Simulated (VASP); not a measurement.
Al3GaN4, 8 atoms in the cell. Symmetry: P-42m, No. 111, tetragonal system. The conventional cell has a = 4.747 Å, b = 4.747 Å, c = 4.204 Å, α = 90.00°, β = 90.00°, γ = 90.00°. Al (site symmetry -42m) has 4 N at 1.96 Å within 2.6 Å. Al (site symmetry 222) has 4 N at 1.97 Å within 2.6 Å. Within 2.7 Å of Ga (site symmetry -42m) lie 4 N at 2.02 Å. Within 2.6 Å of N (site symmetry m) lie 3 Al at 1.96 to 1.97 Å and 1 Ga at 2.02 Å.  This cell differs from its parent crystal: volume 11.841 Å^3 an atom, c/a of the conventional cell 0.8857.

```yaml
Program: VASP 6.6.1
Task: single point
Functional: PBEsol
Potentials_or_basis: VASP PAW PBE potentials, release 64 (Al, Ga_d, N)
Cutoff: 520 eV
k_mesh: 6 × 6 × 6
Occupations: gaussian, width 0.05 eV
Spin: no spin polarisation
Dipole_correction: no
Further_INCAR_settings: ALGO = Normal; EDIFF = 1e-07; NBANDS = 31
```

Potentials or basis: VASP PAW PBE potentials, release 64 (Al, Ga_d, N).

Run with:

```console
$ cat potpaw_PBE.64/Al/POTCAR potpaw_PBE.64/Ga_d/POTCAR potpaw_PBE.64/N/POTCAR > POTCAR
$ mpirun -np 1 vasp_std > vasp.out
```

Hardware: 1 thread of Intel(R) Xeon(R) Platinum 8375C CPU @ 2.90GHz (Ice Lake), on a shared host.

Question: How long does it take, and how much memory?

Answer: Wall time 71 s on 1 thread of Intel(R) Xeon(R) Platinum 8375C CPU @ 2.90GHz (Ice Lake) (shared host), peak memory 0.25 GiB. Counts: scf iterations 16, k points 40.
